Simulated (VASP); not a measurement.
# ZnBi3 (R3m) in VASP: single point with PBEsol

Aim: the single point of ZnBi3 with PBEsol.

All numbers are computed with VASP 6.6.1; they aren't measurements. Logs are shortened: lines on timing, memory, paths and dates and some standing lists are left out, and cuts for length are marked.

### Step 1. The cell of the first run

It takes space group R3m (No. 160, trigonal). Conventional cell: a = 7.025 Å, b = 7.025 Å, c = 8.858 Å, α = 90.00°, β = 90.00°, γ = 120.00°. Within 4.4 Å of Zn (site symmetry 3m) lie 12 Bi at 3.33 to 3.84 Å. Within 4.3 Å of Bi (site symmetry m) lie 8 Bi at 3.26 to 3.76 Å and 4 Zn at 3.33 to 3.84 Å.

### Step 2. Single point, PBEsol (strained and its atoms moved)

INCAR

```
ALGO     = Fast           # electronic algorithm
EDIFF    = 1E-6           # SCF threshold, eV
ENCUT    = 520            # plane-wave cutoff, eV
GGA      = PS             # functional
ISIF     = 2              # what is computed and relaxed
ISMEAR   = 0              # smearing method
LASPH    = True           # aspherical terms in the spheres
LCHARG   = False          # write CHGCAR
LREAL    = False          # projectors in reciprocal space
LWAVE    = False          # write WAVECAR
NBANDS   = 36             # bands
NELM     = 100            # most SCF steps
PREC     = Accurate       # precision mode
SIGMA    = 0.1            # smearing width, eV
```

KPOINTS

```
k-points
0
Gamma
  9 9 9
```

POSCAR

```
ZnBi3
1.0
    5.0164350216     -0.0487316400     -0.0487316400
   -0.0487316400      5.0164350216      0.0487316400
   -0.0487316400      0.0487316400      5.0164350216
Zn Bi
1 3
Direct
   -0.0179201793      0.0179201793      0.0179201793
   -0.0176218278      0.4822289964      0.4822289964
    0.5177710036      0.0176218278      0.4822289964
    0.5177710036      0.4822289964      0.0176218278
```

Potentials or basis: VASP PAW PBE potentials, release 64 (Zn, Bi_d).

The run is started by

```sh
$ cat potpaw_PBE.64/Zn/POTCAR potpaw_PBE.64/Bi_d/POTCAR > POTCAR
$ mpirun -np 1 vasp_std > vasp.out
```

OUTCAR:

```text
EDIFF = 1E-6
   ENCUT = 520
   GGA = PS
   ISIF = 2
   ISMEAR = 0
   LASPH = True
   LREAL = False
   NELM = 100
   PREC = Accurate

 ion  position               nearest neighbor table
   1  0.982  0.018  0.018-   2 3.33   3 3.33   4 3.33
   2  0.982  0.482  0.482-   3 3.26   4 3.26   1 3.33   4 3.59   3 3.59   4 3.59   3 3.59   4 3.76
                             3 3.76
   3  0.518  0.018  0.482-   2 3.26   4 3.26   1 3.33   4 3.59   2 3.59   4 3.59   2 3.59   4 3.76
                             2 3.76
   4  0.518  0.482  0.018-   2 3.26   3 3.26   1 3.33   3 3.59   2 3.59   3 3.59   2 3.59   3 3.76
                             2 3.76

  LATTYP: Found a trigonal (rhomboedric) cell.
 ALAT       =     5.0169083977
 COS(alpha) =     0.0195194789

  Lattice vectors:

 A1 = (  -0.0487316400,   5.0164350216,   0.0487316400)
 A2 = (  -5.0164350216,   0.0487316400,   0.0487316400)
 A3 = (  -0.0487316400,   0.0487316400,   5.0164350216)

Analysis of symmetry for initial positions (statically):
=====================================================================
 Subroutine PRICEL returns:
 Original cell was already a primitive cell.

 Routine SETGRP: Setting up the symmetry group for a
 trigonal (rhombohedral) supercell.

 Subroutine GETGRP returns: Found  6 space group operations
 (whereof  6 operations were pure point group operations)
 out of a pool of 12 trial point group operations.

The static configuration has the point symmetry C_3v.

Analysis of symmetry for dynamics (positions and initial velocities):
=====================================================================
 Subroutine PRICEL returns:
 Original cell was already a primitive cell.

 Routine SETGRP: Setting up the symmetry group for a
 trigonal (rhombohedral) supercell.

 Subroutine GETGRP returns: Found  6 space group operations
 (whereof  6 operations were pure point group operations)
 out of a pool of 12 trial point group operations.

The dynamic configuration has the point symmetry C_3v.

 Subroutine INISYM returns: Found  6 space group operations
 (whereof  6 operations are pure point group operations),
 and found     1 'primitive' translations

----------------------------------------------------------------------------------------

                                     Primitive cell

  volume of cell :     126.2012

  direct lattice vectors                    reciprocal lattice vectors
     5.016435022 -0.048731640 -0.048731640     0.199382022  0.001918242  0.001918242
    -0.048731640  5.016435022  0.048731640     0.001918242  0.199382022 -0.001918242
    -0.048731640  0.048731640  5.016435022     0.001918242 -0.001918242  0.199382022

  length of vectors
     5.016908398  5.016908398  5.016908398     0.199400476  0.199400476  0.199400476

  position of ions in fractional coordinates (direct lattice)
     0.982079821  0.017920179  0.017920179
     0.982378172  0.482228996  0.482228996
     0.517771004  0.017621828  0.482228996
     0.517771004  0.482228996  0.017621828

  ion indices of the primitive-cell ions
   primitive index   ion index
                 1           1
                 2           2
                 3           3
                 4           4

----------------------------------------------------------------------------------------

 KPOINTS: k-points

Automatic generation of k-mesh.
 Grid dimensions read from file:
 generate k-points for:    9    9    9

 Generating k-lattice:

  Cartesian coordinates                     Fractional coordinates (reciprocal lattice)
     0.022153558  0.000213138  0.000213138     0.111111111 -0.000000000 -0.000000000
     0.000213138  0.022153558 -0.000213138    -0.000000000  0.111111111  0.000000000
     0.000213138 -0.000213138  0.022153558    -0.000000000  0.000000000  0.111111111

  Length of vectors
     0.022155608  0.022155608  0.022155608

  Shift w.r.t. Gamma in fractional coordinates (k-lattice)
     0.000000000  0.000000000  0.000000000

 Subroutine IBZKPT returns following result:
 ===========================================

 Found     85 irreducible k-points:

 Following reciprocal coordinates:
            Coordinates               Weight
  0.000000  0.000000  0.000000      1.000000
  0.111111  0.000000  0.000000      6.000000
  0.222222  0.000000  0.000000      6.000000
  0.333333  0.000000  0.000000      6.000000
  0.444444  0.000000  0.000000      6.000000
  0.111111  0.111111  0.000000      6.000000
[... 16 lines left out ...]
 -0.333333  0.333333  0.000000      6.000000
  0.444444  0.444444  0.000000      6.000000
 [... further k-points ...]
   k-points           NKPTS =     85   k-points in BZ     NKDIM =     85   number of bands    NBANDS=     36
   number of dos      NEDOS =    301   number of ions     NIONS =      4
   total plane-waves  NPLWV =  64000
   dimension x,y,z NGX =    40 NGY =   40 NGZ =   40
   dimension x,y,z NGXF=    80 NGYF=   80 NGZF=   80
   ions per type =               1   3
   NGX,Y,Z   is equivalent  to a cutoff of  13.25, 13.25, 13.25 a.u.
   NGXF,Y,Z  is equivalent  to a cutoff of  26.51, 26.51, 26.51 a.u.
 SYSTEM =  unknown system
   PREC   = accura    normal or accurate (medium, high low for compatibility)
   ISTART =      0    job   : 0-new  1-cont  2-samecut
   ICHARG =      2    charge: 1-file 2-atom 10-const
   ISPIN  =      1    spin polarized calculation?
   LNONCOLLINEAR =      F non collinear calculations
   LSORBIT =      F    spin-orbit coupling
   LASPH  =      T    aspherical Exc in radial PAW
   ENCUT  =  520.0 eV  38.22 Ry    6.18 a.u.   9.33  9.33  9.33*2*pi/ulx,y,z
   NELM   =    100;   NELMIN=  2; NELMDL= -5     # of ELM steps
   EDIFF  = 0.1E-05   stopping-criterion for ELM
   LREAL  =      F    real-space projection
   EDIFFG = 0.1E-04   stopping-criterion for IOM
   NSW    =      0    number of steps for IOM
   IBRION =     -1    ionic relax: 0-MD 1-quasi-New 2-CG
   NFREE  =      0    steps in history (QN), initial steepest desc. (CG)
   ISIF   =      2    stress and relaxation
   ISYM   =      2    0-nonsym 1-usesym 2-fastsym
   POTIM  = 0.5000    time-step for ionic-motion
   TEBEG  =    0.0;   TEEND  =   0.0 temperature during run
   PSTRESS=    0.0 pullay stress
   NELECT =      57.0000    total number of electrons
   NUPDOWN=      -1.0000    fix difference up-down
   EMIN   =  10.00;   EMAX   =-10.00  energy-range for DOS
   EFERMI =   0.00;   METHOD = LEGACY
   ISMEAR =     0;   SIGMA  =   0.10  broadening in eV -4-tet -1-fermi 0-gaus
   EFERMI_NEDOS =   21; number of points for ismear=-14 and -15
   IALGO  =     68    algorithm
   IMIX   =      4    mixing-type and parameters
     AMIX     =   0.40;   BMIX     =  1.00
     AMIX_MAG =   1.60;   BMIX_MAG =  1.00
  volume/ion in A,a.u.               =      31.55       212.91
  Fermi-wavevector in a.u.,A,eV,Ry     =   1.256065  2.373618 21.465889  1.577698
  Thomas-Fermi vector in A             =   2.389791
   LORBIT       =      0    0 simple, 1 ext, 2 COOP (PROOUT), +10 PAW based schemes
   GGA     = PS    functional components
   LHFCALC =     F    Hartree Fock is set to
   AEXX    =    0.0000 exact exchange contribution
   IVDW    =     0    specifies the selected vdW correction
   LEPSILON=     F    determine dielectric tensor
   LRPA    =     F    only Hartree local field effects (RPA)
 non-spin polarized calculation
 RMM-DIIS sequential band-by-band and
 Gauss-broadening in eV      SIGMA  =   0.10
  energy-cutoff  :      520.00
  volume of cell :      126.20
 maximum number of plane-waves:      3413
 NGX is ok and might be reduce to    40
   NGX = 19   NGY = 19   NGZ = 19

 number of electron      56.9999959 magnetization

 Free energy of the ion-electron system (eV)
  ---------------------------------------------------
  ext. energy  EPLUGINS =         0.00000000
  ---------------------------------------------------
  free energy    TOTEN  =       -13.35575971 eV

  energy without entropy =      -13.34466624  energy(sigma->0) =      -13.35021298

 E-fermi :   5.4376     XC(G=0):  -9.8840

 val. band max:        5.4291625731   @ k =  -0.3333   0.3333   0.2222
 cond. band min:       5.4450231613   @ k =  -0.4444   0.2222   0.2222
 fundamental gap:      0.0158605882
 Fermi energy:         5.4375740839

 k-point     1 :       0.0000    0.0000    0.0000
  band No.  band energies     occupation
      1     -17.4896      2.00000
      2     -17.4776      2.00000
      3     -17.4776      2.00000
      4     -17.4476      2.00000
      5     -17.3951      2.00000
      6     -17.3951      2.00000
[... 28 lines left out ...]
     35      10.3336      0.00000
     36      10.3340      0.00000

 k-point     2 :       0.1111    0.0000    0.0000
  band No.  band energies     occupation
      1     -17.4866      2.00000
      2     -17.4754      2.00000
      3     -17.4726      2.00000
      4     -17.4445      2.00000
      5     -17.3948      2.00000
      6     -17.3924      2.00000
[... 28 lines left out ...]
     35      10.7351      0.00000
     36      10.8966      0.00000

 k-point     3 :       0.2222    0.0000    0.0000
  band No.  band energies     occupation
      1     -17.4817      2.00000
      2     -17.4660      2.00000
      3     -17.4585      2.00000
      4     -17.4357      2.00000
      5     -17.3938      2.00000
      6     -17.3849      2.00000
[... 28 lines left out ...]
     35      11.2579      0.00000
     36      11.4327      0.00000
[... 742 lines left out ...]
 k-point    23 :      -0.3333    0.3333    0.0000
  band No.  band energies     occupation
      1     -17.4571      2.00000
      2     -17.4453      2.00000
      3     -17.4330      2.00000
      4     -17.4020      2.00000
      5     -17.3936      2.00000
      6     -17.3760      2.00000
[... 28 lines left out ...]
     35       9.1760      0.00000
     36      11.9211      0.00000

 k-point    24 :       0.4444    0.4444    0.0000
  band No.  band energies     occupation
      1     -17.4452      2.00000
      2     -17.4316      2.00000
      3     -17.4165      2.00000
      4     -17.4082      2.00000
      5     -17.3847      2.00000
      6     -17.3813      2.00000
[... 28 lines left out ...]
     35      10.9042      0.00000
     36      11.1883      0.00000

 [... further k-points ...]

------------------------ aborting loop because EDIFF is reached ----------------------------------------

  FORCE on cell =-STRESS in cart. coord.  units (eV):
  Direction    XX          YY          ZZ          XY          YZ          ZX
  --------------------------------------------------------------------------------------
  -------------------------------------------------------------------------------------
  Total       -3.7144052     -3.7144052     -3.7144052      0.2809123     -0.2809123      0.2809123
  in kB      -47.1559458    -47.1559458    -47.1559458      3.5663007     -3.5663007      3.5663007
  external PRESSURE =     -47.1559458 kB  Pullay stress =       0.0000000 kB

 VOLUME and BASIS-vectors are now :
 -----------------------------------------------------------------------------
  energy-cutoff  :      520.00
  volume of cell :      126.20
      direct lattice vectors                 reciprocal lattice vectors
     5.016435022 -0.048731640 -0.048731640     0.199382022  0.001918242  0.001918242
    -0.048731640  5.016435022  0.048731640     0.001918242  0.199382022 -0.001918242
    -0.048731640  0.048731640  5.016435022     0.001918242 -0.001918242  0.199382022

 POSITION                                       TOTAL-FORCE (eV/Angst)
 -----------------------------------------------------------------------------------
      4.92479      0.04291      0.04291         0.032563     -0.032563     -0.032563
      4.88104      2.39470      2.39470         0.217451      0.125007      0.125007
      2.57301      0.08667      2.39470        -0.125007     -0.217451      0.125007
      2.57301      2.39470      0.08667        -0.125007      0.125007     -0.217451
 -----------------------------------------------------------------------------------
    total drift:                               -0.000136      0.000138      0.000136

  FREE ENERGIE OF THE ION-ELECTRON SYSTEM (eV)
  ---------------------------------------------------
  free  energy   TOTEN  =       -13.3557597125 eV

  energy  without entropy=      -13.3446662439  energy(sigma->0) =      -13.35021298
```

Wall time 11 min (1 thread of Intel Xeon 8259CL, shared host); peak memory 0.47 GiB.

Results:

```
Free energy            : -13.3558 eV
Pressure               : -4.7 GPa
Largest force          : 0.280 eV/Å
Band gap on the k mesh : zero (an odd number of electrons rules out a gap without spin polarisation)
```

Forces on the atoms (eV/Å):
```
Zn   0.033 -0.033 -0.033
Bi   0.217  0.125  0.125
Bi  -0.125 -0.217  0.125
Bi  -0.125  0.125 -0.217
```

Stress tensor (GPa, compression positive):
```
-4.72  0.36  0.36
 0.36 -4.72 -0.36
 0.36 -0.36 -4.72
```

Caveat: the cell differs from its parent crystal (strained and its atoms moved); the cell stands under tension; the PAW data sets were made with another functional, which shifts forces and pressure a little; spin-orbit coupling is left out, which moves the levels of the heavy elements.
